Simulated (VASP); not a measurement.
# Ag (Fm-3m) in VASP: notebook, part 2 of 2

VASP 6.6.1. Earlier steps stand in the parts before.

## (4) Single point, PBE

INCAR reads:

```
SYSTEM = Ag
PREC = Accurate
ENCUT = 520
EDIFF = 1E-6
ISMEAR = 0
SIGMA = 0.03
LREAL = .False.
LASPH = .True.
NELM = 80
ALGO = Normal
ISIF = 2
LWAVE = .False.
LCHARG = .False.
GGA = PE
NBANDS = 12
```

KPOINTS reads:

```
Automatic mesh
0
Gamma
  13 13 13
  0 0 0
```

POSCAR reads:

```
Ag
1.0
    0.0000000000      2.0734381516      2.0734381516
    2.0734381516      0.0000000000      2.0734381516
    2.0734381516      2.0734381516      0.0000000000
Ag
1
Direct
    0.0000000000      0.0000000000      0.0000000000
```

Potentials or basis: VASP PAW PBE potentials, release 64 (Ag).

On the command line:

```sh
cat potpaw_PBE.64/Ag/POTCAR > POTCAR
mpirun -np 1 vasp_std > vasp.out
```

OUTCAR:

```text
SYSTEM = Ag
   PREC = Accurate
   ENCUT = 520
   EDIFF = 1E-6
   ISMEAR = 0
   LREAL = .False.
   LASPH = .True.
   NELM = 80
   ISIF = 2
   GGA = PE

 ion  position               nearest neighbor table
   1  0.000  0.000  0.000-

  LATTYP: Found a face centered cubic cell.
 ALAT       =     4.1468763032

  Lattice vectors:

 A1 = (   0.0000000000,   2.0734381516,   2.0734381516)
 A2 = (   2.0734381516,   0.0000000000,   2.0734381516)
 A3 = (   2.0734381516,   2.0734381516,   0.0000000000)

Analysis of symmetry for initial positions (statically):
=====================================================================
 Subroutine PRICEL returns:
 Original cell was already a primitive cell.

 Routine SETGRP: Setting up the symmetry group for a
 face centered cubic supercell.

 Subroutine GETGRP returns: Found 48 space group operations
[... 9 lines left out ...]

 Routine SETGRP: Setting up the symmetry group for a
 face centered cubic supercell.

 Subroutine GETGRP returns: Found 48 space group operations
[... 11 lines left out ...]
                                     Primitive cell

  volume of cell :      17.8280

[... 145 lines left out ...]
      2       3.1679      2.00000
      3       3.1679      2.00000
      4       3.1679      2.00000
      5       4.1222      2.00000
      6       4.1222      2.00000
      7      23.7457      0.00000
      8      27.0603      0.00000
      9      27.0603      0.00000
     10      27.0603      0.00000
     11      31.7625      0.00000
     12      32.6230      0.00000
[... 331 lines left out ...]
 k-point    24 :       0.4615    0.1538    0.0000
  band No.  band energies     occupation
      1       2.0467      2.00000
      2       2.9940      2.00000
      3       3.5117      2.00000
      4       3.7485      2.00000
      5       4.8785      2.00000
      6       7.4745      2.00000
      7      13.2783      0.00000
      8      21.7955      0.00000
      9      22.8578      0.00000
     10      24.0274      0.00000
     11      32.1641      0.00000
     12      32.1785      0.00000

 [... further k-points ...]

------------------------ aborting loop because EDIFF is reached ----------------------------------------

  FORCE on cell =-STRESS in cart. coord.  units (eV):
  Direction    XX          YY          ZZ          XY          YZ          ZX
  --------------------------------------------------------------------------------------
  -------------------------------------------------------------------------------------
  Total       -0.0326560     -0.0326560     -0.0326560      0.0000000     -0.0000000     -0.0000000
  in kB       -2.9347488     -2.9347488     -2.9347488      0.0000000     -0.0000000     -0.0000000
  external PRESSURE =      -2.9347488 kB  Pullay stress =       0.0000000 kB

 VOLUME and BASIS-vectors are now :
 -----------------------------------------------------------------------------
  energy-cutoff  :      520.00
  volume of cell :       17.83
      direct lattice vectors                 reciprocal lattice vectors
     0.000000000  2.073438152  2.073438152    -0.241145365  0.241145365  0.241145365
     2.073438152  0.000000000  2.073438152     0.241145365 -0.241145365  0.241145365
     2.073438152  2.073438152  0.000000000     0.241145365  0.241145365 -0.241145365

 POSITION                                       TOTAL-FORCE (eV/Angst)
 -----------------------------------------------------------------------------------
      0.00000      0.00000      0.00000        -0.000000     -0.000000     -0.000000
 -----------------------------------------------------------------------------------
    total drift:                               -0.000000      0.000000     -0.000000

  FREE ENERGIE OF THE ION-ELECTRON SYSTEM (eV)
  ---------------------------------------------------
  free  energy   TOTEN  =        -2.7148979847 eV

  energy  without entropy=       -2.7146117395  energy(sigma->0) =       -2.71475486
```

OSZICAR:

```text
N       E                     dE             d eps       ncg     rms          rms(c)
DAV:   1     0.509749108160E+02    0.50975E+02   -0.55147E+03  2040   0.826E+02
DAV:   2    -0.215688006620E+01   -0.53132E+02   -0.50613E+02  2336   0.192E+02
DAV:   3    -0.295784801391E+01   -0.80097E+00   -0.80058E+00  2428   0.249E+01
DAV:   4    -0.296041211005E+01   -0.25641E-02   -0.25640E-02  2284   0.146E+00
DAV:   5    -0.296043317734E+01   -0.21067E-04   -0.21067E-04  2440   0.118E-01    0.464E+00
DAV:   6    -0.272398882701E+01    0.23644E+00   -0.96001E-01  2200   0.870E+00    0.307E+00
DAV:   7    -0.271740981638E+01    0.65790E-02   -0.79545E-03  2304   0.852E-01    0.176E+00
DAV:   8    -0.271488502150E+01    0.25248E-02   -0.71848E-04  2308   0.207E-01    0.826E-02
DAV:   9    -0.271489269755E+01   -0.76760E-05   -0.86871E-06  2368   0.215E-02    0.259E-02
DAV:  10    -0.271489838089E+01   -0.56833E-05   -0.42910E-06  2328   0.196E-02    0.499E-03
DAV:  11    -0.271489798473E+01    0.39616E-06   -0.83644E-08  1300   0.242E-03
   1 F= -.27148980E+01 E0= -.27147549E+01  d E =-.286245E-03
```

Run time: 5.7 s. Hardware: 1 thread of Intel Xeon 6975P-C (Granite Rapids), shared host; peak memory 0.14 GiB.

What came out:

| Property | Result |
| --- | --- |
| Free energy | -2.7149 eV |
| Pressure | -0.3 GPa |

## (5) Single point, PBE

INCAR reads:

```
ALGO = Normal
EDIFF = 1E-7
ENCUT = 520
GGA = PE
ISIF = 2
ISMEAR = 0
LASPH = True
LCHARG = False
LREAL = False
LWAVE = False
NBANDS = 12
NELM = 100
PREC = Accurate
SIGMA = 0.1
```

KPOINTS reads:

```
k-points
0
Gamma
  13 13 13
```

POSCAR is that of step 4.

On the command line:

```sh
cat potpaw_PBE.64/Ag/POTCAR > POTCAR
mpirun -np 1 vasp_std > vasp.out
```

It took 6.5 s on 1 thread of Intel Xeon 6975P-C (Granite Rapids), shared host; peak memory 0.15 GiB.

The run converged. Its results:

* Free energy: -2.7161 eV
* Pressure: -0.2 GPa

Levels at points of the mesh, in eV from the Fermi level:
```tsv
k point	band 3	band 4	band 5	band 6	band 7	band 8	band 9	band 10
(0.00, 0.00, 0.00)	-4.84	-4.84	-3.89	-3.89	15.73	19.05	19.05	19.05
```

## (6) Single point, PBE

INCAR reads:

```
SYSTEM = Ag
PREC     = Accurate       ! precision mode
ENCUT    = 520            ! plane-wave cutoff, eV
EDIFF    = 1E-6           ! SCF threshold, eV
ISMEAR   = 0              ! smearing method
SIGMA    = 0.2            ! smearing width, eV
LREAL    = .FALSE.        ! projectors in reciprocal space
LASPH    = .TRUE.         ! aspherical terms in the spheres
NELM     = 60             ! most SCF steps
ALGO     = Normal         ! electronic algorithm
ISIF     = 2              ! what is computed and relaxed
LWAVE    = .FALSE.        ! write WAVECAR
LCHARG   = .FALSE.        ! write CHGCAR
GGA      = PE             ! functional
NBANDS   = 12             ! bands
```

KPOINTS reads:

```
Automatic mesh
0
G
  13 13 13
  0 0 0
```

POSCAR is that of step 5.

Potentials or basis: VASP PAW PBE potentials, release 64 (Ag).

On the command line:

```sh
cat potpaw_PBE.64/Ag/POTCAR > POTCAR
mpirun -np 1 vasp_std > vasp.out
```

Run time: 5.9 s. Hardware: 1 thread of Intel Xeon 6975P-C (Granite Rapids), shared host; peak memory 0.15 GiB.

Results (log left out):

```
Free energy : -2.7191 eV
Pressure    : -0.1 GPa
```

Levels at points of the mesh, in eV from the Fermi level:
| k point | band 2 | band 3 | band 4 | band 5 | band 6 | band 7 | band 8 | band 9 | band 10 | band 11 |
| --- | --- | --- | --- | --- | --- | --- | --- | --- | --- | --- |
| (0.00, 0.00, 0.00) | -4.81 | -4.81 | -4.81 | -3.86 | -3.86 | 15.76 | 19.07 | 19.07 | 19.07 | 23.78 |

## (7) The runs side by side

| smearing | gap on the mesh (eV) | pressure (GPa) |
| --- | --- | --- |
| fermi-dirac 1 eV | none | 4.1 |
| gaussian 0.01 eV | none | -0.3 |
| gaussian 0.03 eV | none | -0.3 |
| gaussian 0.1 eV | none | -0.2 |
| gaussian 0.2 eV | none | -0.1 |

Alike in all rows: task single point; level PBE; potentials or basis VASP PAW PBE potentials, release 64 (Ag); no spin polarisation; cell as given; k mesh 13 × 13 × 13; cutoff (eV) 520.

Every run on the cell as given and a fine mesh finds a metal.

Absolute energies hang on the potentials; compare differences alone.
